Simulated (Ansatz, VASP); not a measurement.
## Two plane-wave programs on InAs

```xyz
8
Lattice="4.3748 0.0000 0.0000 0.0000 6.1870 0.0000 0.0000 0.0000 22.5623" Properties=species:S:1:pos:R:3 pbc="T T T"
In    0.0000    5.1276    8.5217
In    2.1874    2.4751   10.0301
In    0.0000    5.5685   12.5322
In    2.1874    2.0341   14.0406
As    2.1874    3.8485    7.7243
As    0.0000    0.9229   10.2729
As    2.1874    4.0163   12.2894
As    0.0000    0.7550   14.8380
```

Alike in both runs: functional PBE; k mesh 6 × 4 × 1; occupations fermi-dirac, width 0.02 eV; no spin polarisation.

Ansatz relaxed the structure, and its values are those at the end. VASP's run is a single point on that final structure, the one shown.

|  | VASP | Ansatz |
| --- | --- | --- |
| version | VASP 6.6.1 | Ansatz 0.2.0 |
| potentials or method | VASP PAW PBE potentials, release 64 (In_d, As) | PAW with Ansatz's default frozen-core files, scalar-relativistic |
| plane-wave cutoff (eV) | 520 | 420 |
| valence electrons in the cell | 72 | 112 |

|  | VASP | Ansatz | Ansatz less VASP |
| --- | --- | --- | --- |
| gap on the k mesh at the Fermi level (eV) | 0.78 | 0.79 | +0.004 |
| rms of the force components (eV/Å) | 0.006 | 0.002 | -0.0041 |

VASP's potentials hold 72 valence electrons a cell and Ansatz's 112, so a difference there can come from the potentials and not from the codes. Ansatz's warnings: stress scf threshold loose.
